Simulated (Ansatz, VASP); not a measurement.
**Ru: VASP beside Ansatz**

INCAR

```
SYSTEM = Ru
ALGO     = Normal         ! electronic algorithm
EDIFF    = 1E-6           ! SCF threshold, eV
ENCUT    = 500            ! plane-wave cutoff, eV
GGA      = PE             ! functional
GGA_COMPAT= .False.      
ISIF     = 2              ! what is computed and relaxed
ISMEAR   = 0              ! smearing method
LASPH    = .True.         ! aspherical terms in the spheres
LCHARG   = .False.        ! write CHGCAR
LREAL    = .False.        ! projectors in reciprocal space
LWAVE    = .False.        ! write WAVECAR
NBANDS   = 21             ! bands
NELM     = 120            ! most SCF steps
PREC     = Accurate       ! precision mode
SIGMA    = 0.15           ! smearing width, eV
```

The input KPOINTS:

```
k-points
0
Gamma
  24 24 12
  0 0 0
```

Contents of POSCAR:

```
Ru
1.0
    2.7869733142      0.0000000000      0.0000000000
   -1.3934866571      2.4135896898      0.0000000000
    0.0000000000      0.0000000000      4.1534430000
Ru
2
Direct
    0.3333333333      0.6666666667      0.2500000000
    0.6666666667      0.3333333333      0.7500000000
```

Input for Ansatz:

```yaml
crystal:
  lattice:
    - [2.7869733142, 0.0, 0.0]
    - [-1.3934866571, 2.4135896898, 0.0]
    - [0.0, 0.0, 4.153443]
  atoms:
    - { symbol: Ru, position: [0.3333333333, 0.6666666667, 0.25] }
    - { symbol: Ru, position: [0.6666666667, 0.3333333333, 0.75] }
basis:
  ecutwfc: 420
kpoints:
  mp_grid: { grid: [24, 24, 12] }
hamiltonian:
  xc: pbe
scf:
  occupations: { method: gaussian, width: 0.15 }
output:
  forces: true
  stress: true
  eigenvalues: true
```

Change from the starting cell: strain +0.030 along x and y, -0.030 along z, atoms carried along.

Alike in both runs: task single point; functional PBE; k mesh 24 × 24 × 12; occupations gaussian, width 0.15 eV; no spin polarisation.

|  | VASP | Ansatz |
| --- | --- | --- |
| version | VASP 6.6.1 | Ansatz 0.2.0 |
| potentials or method | VASP PAW PBE potentials, release 64 (Ru_pv), cutoff 500 eV | scalar-relativistic, plane waves, PAW |
| valence electrons in the cell | 28 | 32 |

Ansatz gave:

* gap on the k mesh at the Fermi level (eV): none
* pressure (GPa): -2.5
* traceless stress, the component that is largest in VASP (GPa): 15.19

Estimate VASP's values.

gap on the k mesh at the Fermi level (eV): none; pressure (GPa): -2.6; traceless stress, the component that is largest in VASP (GPa): 15.17.

A gap of «none» marks a metal or a gap that the smearing closes. With one functional, cell and mesh, what is left measures potentials, basis and numerics. VASP's potentials hold 28 valence electrons a cell and Ansatz's 32, so a difference there can come from the potentials and not from the codes.
